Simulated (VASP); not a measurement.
Here is a VASP 6.6.1 calculation.

Contents of INCAR:

```
SYSTEM = Ba
ALGO     = Normal         ! electronic algorithm
EDIFF    = 1E-6           ! SCF threshold, eV
ENCUT    = 520            ! plane-wave cutoff, eV
GGA      = PE             ! functional
ISIF     = 2              ! what is computed and relaxed
ISMEAR   = -1             ! smearing method
LASPH    = .TRUE.         ! aspherical terms in the spheres
LCHARG   = .TRUE.         ! write CHGCAR
LELF     = .TRUE.         ! ELF
LREAL    = .FALSE.        ! projectors in reciprocal space
LVHAR    = .TRUE.       
LWAVE    = .FALSE.        ! write WAVECAR
NBANDS   = 11             ! bands
NELM     = 80             ! most SCF steps
PREC     = Accurate       ! precision mode
SIGMA    = 0.01           ! smearing width, eV
```

KPOINTS

```
k-points
0
G
  9 9 9
  0 0 0
```

POSCAR

```
Ba
1.0
   -2.5124914082      2.5124914082      2.5124914082
    2.5124914082     -2.5124914082      2.5124914082
    2.5124914082      2.5124914082     -2.5124914082
Ba
1
Direct
    0.0000000000      0.0000000000      0.0000000000
```

Potentials or basis: VASP PAW PBE potentials, release 64 (Ba_sv).

Launch:

```sh
$ cat potpaw_PBE.64/Ba_sv/POTCAR > POTCAR
$ mpirun -np 1 vasp_std > vasp.out
```

(1) Predict the band gap on the k mesh.

(2) Estimate the pressure.

Results:

(1) zero (band 5 reaches 2.07 eV, above the bottom of band 6 at 1.16 eV).

(2) 0.1 GPa.

Caveat: spin-orbit coupling is left out, which moves the levels of the heavy elements.
